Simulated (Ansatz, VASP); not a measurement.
# One calculation of Na, two programs

The input INCAR:

```
SYSTEM = Na
PREC = Accurate
ENCUT = 520
EDIFF = 1E-7
ISMEAR = 0
SIGMA = 0.15
LREAL = .FALSE.
LASPH = .TRUE.
NELM = 100
ALGO = Fast
ISIF = 2
LWAVE = .FALSE.
LCHARG = .TRUE.
GGA = PE
LELF = .TRUE.
LVHAR = .TRUE.
NBANDS = 10
```

File KPOINTS:

```
Automatic mesh
0
G
  16 16 16
  0 0 0
```

POSCAR

```
Na
1.0
   -2.2233750000      2.1175000000      2.2233750000
    2.0116250000     -2.1175000000      2.0116250000
    2.2233750000      2.1175000000     -2.2233750000
Na
1
Direct
    0.0000000000      0.0000000000      0.0000000000
```

Input for Ansatz:

```yaml
crystal:
  lattice:
    - [-2.223375, 2.1175, 2.223375]
    - [2.011625, -2.1175, 2.011625]
    - [2.223375, 2.1175, -2.223375]
  atoms:
    - { symbol: Na, position: [0.0, 0.0, 0.0] }
basis:
  ecutwfc: 420
kpoints:
  mp_grid: { grid: [16, 16, 16] }
hamiltonian:
  xc: pbe
scf:
  occupations: { method: gaussian, width: 0.15 }
output:
  forces: true
  stress: true
  eigenvalues: true
  write_density: true
  write_potential: true
  elf: true
  volumetric_format: npy
```

Change from the starting cell: strain -0.1000 x Voigt [0, 0, 0, 0, 1, 0], atoms carried along.

Alike in both runs: task single point; functional PBE; k mesh 16 × 16 × 16; occupations gaussian, width 0.15 eV; no spin polarisation.

|  | VASP | Ansatz |
| --- | --- | --- |
| version | VASP 6.6.1 | Ansatz 0.2.0 |
| potentials or method | VASP PAW PBE potentials, release 64 (Na_pv), cutoff 520 eV | scalar-relativistic, plane waves, PAW |
| valence electrons in the cell | 7 | 9 |

```tsv
	VASP	Ansatz	Ansatz less VASP
gap on the k mesh at the Fermi level (eV)	none	none	-
pressure (GPa)	-0.2	-0.2	+0.01
traceless stress, the component that is largest in VASP (GPa)	0.63	0.63	0.000
```

A gap of «none» marks a metal or a gap that the smearing closes. VASP's potentials hold 7 valence electrons a cell and Ansatz's 9, so a difference there can come from the potentials and not from the codes.
